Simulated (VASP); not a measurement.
# Hf (Fm-3m) in VASP: single point with PBEsol

Aim: the single point of Hf with PBEsol.

Program: VASP 6.6.1. These are calculated values, not measurements. Logs are shortened: lines on timing, memory, paths and dates and some standing lists are left out, and cuts for length are marked.

### Step 1. The cell of the first run

It takes space group Fm-3m (No. 225, cubic). The conventional cell has a = 4.273 Å, b = 4.273 Å, c = 4.273 Å, α = 90.00°, β = 90.00°, γ = 90.00°. Within 4.0 Å of Hf (site symmetry m-3m) lie 12 Hf at 3.02 Å.

### Step 2. Single point, PBEsol (Ir replaced by Hf, lengths x 1.145, strained)

INCAR

```
SYSTEM = Hf
PREC     = Accurate       ! precision mode
ENCUT    = 520            ! plane-wave cutoff, eV
EDIFF    = 1E-7           ! SCF threshold, eV
ISMEAR   = 0              ! smearing method
SIGMA    = 0.1            ! smearing width, eV
LREAL    = .FALSE.        ! projectors in reciprocal space
LASPH    = .TRUE.         ! aspherical terms in the spheres
NELM     = 80             ! most SCF steps
ALGO     = Normal         ! electronic algorithm
ISIF     = 2              ! what is computed and relaxed
LWAVE    = .FALSE.        ! write WAVECAR
LCHARG   = .FALSE.        ! write CHGCAR
GGA      = PS             ! functional
NBANDS   = 11             ! bands
```

KPOINTS

```
regular mesh
0
G
  8 8 8
  0 0 0
```

POSCAR

```
Hf
1.0
    0.0000000000      2.1365087124      2.1365087124
    2.1365087124      0.0000000000      2.1365087124
    2.1365087124      2.1365087124      0.0000000000
Hf
1
Direct
    0.0000000000      0.0000000000      0.0000000000
```

Potentials or basis: VASP PAW PBE potentials, release 64 (Hf_pv).

Launch:

```bash
$ cat potpaw_PBE.64/Hf_pv/POTCAR > POTCAR
$ mpirun -np 1 vasp_std > vasp.out
```

OUTCAR:

```text
SYSTEM = Hf
   PREC = Accurate
   ENCUT = 520
   EDIFF = 1E-7
   ISMEAR = 0
   LREAL = .FALSE.
   LASPH = .TRUE.
   NELM = 80
   ISIF = 2
   GGA = PS

 ion  position               nearest neighbor table
   1  0.000  0.000  0.000-

  LATTYP: Found a face centered cubic cell.
 ALAT       =     4.2730174248

  Lattice vectors:

 A1 = (   0.0000000000,   2.1365087124,   2.1365087124)
 A2 = (   2.1365087124,   0.0000000000,   2.1365087124)
 A3 = (   2.1365087124,   2.1365087124,   0.0000000000)

Analysis of symmetry for initial positions (statically):
=====================================================================
 Subroutine PRICEL returns:
 Original cell was already a primitive cell.

 Routine SETGRP: Setting up the symmetry group for a
 face centered cubic supercell.

 Subroutine GETGRP returns: Found 48 space group operations
 (whereof 48 operations were pure point group operations)
 out of a pool of 48 trial point group operations.

The static configuration has the point symmetry O_h .

Analysis of symmetry for dynamics (positions and initial velocities):
=====================================================================
 Subroutine PRICEL returns:
 Original cell was already a primitive cell.

 Routine SETGRP: Setting up the symmetry group for a
 face centered cubic supercell.

 Subroutine GETGRP returns: Found 48 space group operations
 (whereof 48 operations were pure point group operations)
 out of a pool of 48 trial point group operations.

The dynamic configuration has the point symmetry O_h .

 Subroutine INISYM returns: Found 48 space group operations
 (whereof 48 operations are pure point group operations),
 and found     1 'primitive' translations

----------------------------------------------------------------------------------------

                                     Primitive cell

  volume of cell :      19.5049

  direct lattice vectors                    reciprocal lattice vectors
     0.000000000  2.136508712  2.136508712    -0.234026661  0.234026661  0.234026661
     2.136508712  0.000000000  2.136508712     0.234026661 -0.234026661  0.234026661
     2.136508712  2.136508712  0.000000000     0.234026661  0.234026661 -0.234026661

  length of vectors
     3.021479597  3.021479597  3.021479597     0.405346067  0.405346067  0.405346067

  position of ions in fractional coordinates (direct lattice)
     0.000000000  0.000000000  0.000000000

  ion indices of the primitive-cell ions
[... 75 lines left out ...]
   LREAL  =      F    real-space projection
   EDIFFG = 0.1E-05   stopping-criterion for IOM
   NSW    =      0    number of steps for IOM
   IBRION =     -1    ionic relax: 0-MD 1-quasi-New 2-CG
   NFREE  =      0    steps in history (QN), initial steepest desc. (CG)
   ISIF   =      2    stress and relaxation
   ISYM   =      2    0-nonsym 1-usesym 2-fastsym
   POTIM  = 0.5000    time-step for ionic-motion
   TEBEG  =    0.0;   TEEND  =   0.0 temperature during run
   PSTRESS=    0.0 pullay stress
   NELECT =      10.0000    total number of electrons
   NUPDOWN=      -1.0000    fix difference up-down
   EMIN   =  10.00;   EMAX   =-10.00  energy-range for DOS
   EFERMI =   0.00;   METHOD = LEGACY
   ISMEAR =     0;   SIGMA  =   0.10  broadening in eV -4-tet -1-fermi 0-gaus
   EFERMI_NEDOS =   21; number of points for ismear=-14 and -15
   IALGO  =     38    algorithm
   IMIX   =      4    mixing-type and parameters
     AMIX     =   0.40;   BMIX     =  1.00
     AMIX_MAG =   1.60;   BMIX_MAG =  1.00
  volume/ion in A,a.u.               =      19.50       131.63
  Fermi-wavevector in a.u.,A,eV,Ry     =   1.310268  2.476048 23.358516  1.716802
  Thomas-Fermi vector in A             =   2.440810
   LORBIT       =      0    0 simple, 1 ext, 2 COOP (PROOUT), +10 PAW based schemes
   GGA     = PS    functional components
   LHFCALC =     F    Hartree Fock is set to
   AEXX    =    0.0000 exact exchange contribution
   IVDW    =     0    specifies the selected vdW correction
   LEPSILON=     F    determine dielectric tensor
   LRPA    =     F    only Hartree local field effects (RPA)
 non-spin polarized calculation
 Gauss-broadening in eV      SIGMA  =   0.10
  energy-cutoff  :      520.00
  volume of cell :       19.50
 maximum number of plane-waves:       544
 NGX is ok and might be reduce to    24
   NGX = 11   NGY = 11   NGZ = 11

 number of electron      10.0000000 magnetization

 number of electron       9.9999999 magnetization

 Free energy of the ion-electron system (eV)
  ---------------------------------------------------
  ext. energy  EPLUGINS =         0.00000000
  ---------------------------------------------------
  free energy    TOTEN  =       -10.35980168 eV

  energy without entropy =      -10.35099321  energy(sigma->0) =      -10.35539745

 E-fermi :   5.5590     XC(G=0): -12.0339

 val. band max:        5.5404778856   @ k =   0.5000   0.2500   0.1250
 cond. band min:       5.6364994795   @ k =  -0.3750   0.1250   0.0000
 fundamental gap:      0.0960215939
 Fermi energy:         5.5589517387

 k-point     1 :       0.0000    0.0000    0.0000
  band No.  band energies     occupation
      1     -23.8757      2.00000
      2     -23.8757      2.00000
      3     -23.8757      2.00000
      4      -2.0971      2.00000
      5       7.0037      0.00000
      6       7.0037      0.00000
      7       7.0037      0.00000
      8      10.3188      0.00000
      9      10.3188      0.00000
     10      17.4030      0.00000
     11      19.0959      0.00000
[... 309 lines left out ...]
 k-point    24 :      -0.3750    0.2500    0.1250
  band No.  band energies     occupation
      1     -24.9865      2.00000
      2     -24.3877      2.00000
      3     -24.1508      2.00000
      4       3.0727      2.00000
      5       4.5384      2.00000
      6       6.1077      0.00000
      7       8.1283      0.00000
      8      12.1358      0.00000
      9      14.6293      0.00000
     10      15.5542      0.00000
     11      19.1116      0.00000

 [... further k-points ...]
[... 5 lines left out ...]
  --------------------------------------------------------------------------------------
  -------------------------------------------------------------------------------------
  Total        1.4102184      1.4102184      1.4102184      0.0000000      0.0000000      0.0000000
  in kB      115.8385117    115.8385117    115.8385117      0.0000000      0.0000000      0.0000000
  external PRESSURE =     115.8385117 kB  Pullay stress =       0.0000000 kB

 VOLUME and BASIS-vectors are now :
 -----------------------------------------------------------------------------
  energy-cutoff  :      520.00
  volume of cell :       19.50
      direct lattice vectors                 reciprocal lattice vectors
     0.000000000  2.136508712  2.136508712    -0.234026661  0.234026661  0.234026661
     2.136508712  0.000000000  2.136508712     0.234026661 -0.234026661  0.234026661
     2.136508712  2.136508712  0.000000000     0.234026661  0.234026661 -0.234026661

 POSITION                                       TOTAL-FORCE (eV/Angst)
 -----------------------------------------------------------------------------------
      0.00000      0.00000      0.00000        -0.000000     -0.000000     -0.000000
 -----------------------------------------------------------------------------------
    total drift:                                0.000000      0.000000     -0.000000

  FREE ENERGIE OF THE ION-ELECTRON SYSTEM (eV)
  ---------------------------------------------------
  free  energy   TOTEN  =       -10.3598016838 eV

  energy  without entropy=      -10.3509932083  energy(sigma->0) =      -10.35539745
```

OSZICAR:

```text
N       E                     dE             d eps       ncg     rms          rms(c)
DAV:   1     0.126277264447E+02    0.12628E+02   -0.55978E+03   646   0.843E+02
DAV:   2    -0.102065414144E+02   -0.22834E+02   -0.21963E+02   788   0.158E+02
DAV:   3    -0.106555590141E+02   -0.44902E+00   -0.44373E+00   809   0.146E+01
DAV:   4    -0.106571070629E+02   -0.15480E-02   -0.15478E-02   718   0.992E-01
DAV:   5    -0.106571130077E+02   -0.59449E-05   -0.59447E-05   799   0.571E-02    0.495E+01
DAV:   6    -0.104388528188E+02    0.21826E+00   -0.17508E-01   749   0.307E+00    0.290E+01
DAV:   7    -0.103628133561E+02    0.76039E-01   -0.26479E-01   728   0.361E+00    0.130E+00
DAV:   8    -0.103597900585E+02    0.30233E-02   -0.16872E-02   722   0.922E-01    0.276E-01
DAV:   9    -0.103598004319E+02   -0.10373E-04   -0.15344E-04   740   0.116E-01    0.505E-02
DAV:  10    -0.103598013559E+02   -0.92394E-06   -0.59675E-06   759   0.195E-02    0.509E-02
DAV:  11    -0.103598016554E+02   -0.29951E-06   -0.48636E-07   761   0.556E-03    0.431E-03
DAV:  12    -0.103598016838E+02   -0.28412E-07   -0.87192E-09   412   0.909E-04
   1 F= -.10359802E+02 E0= -.10355397E+02  d E =-.880848E-02
```

It took 3.6 s on 1 thread of Intel Xeon 6975P-C, shared host; peak memory 0.14 GiB.

What came out:

| Property | Result |
| --- | --- |
| Free energy | -10.3598 eV |
| Pressure | 11.6 GPa |
| Band gap on the k mesh | zero (band 5 reaches 7.00 eV, above the bottom of band 6 at 5.16 eV) |

Caveat: the cell differs from its parent crystal (Ir replaced by Hf, lengths x 1.145, strained); the PAW data sets were made with another functional, which shifts forces and pressure a little; spin-orbit coupling is left out, which moves the levels of the heavy elements.
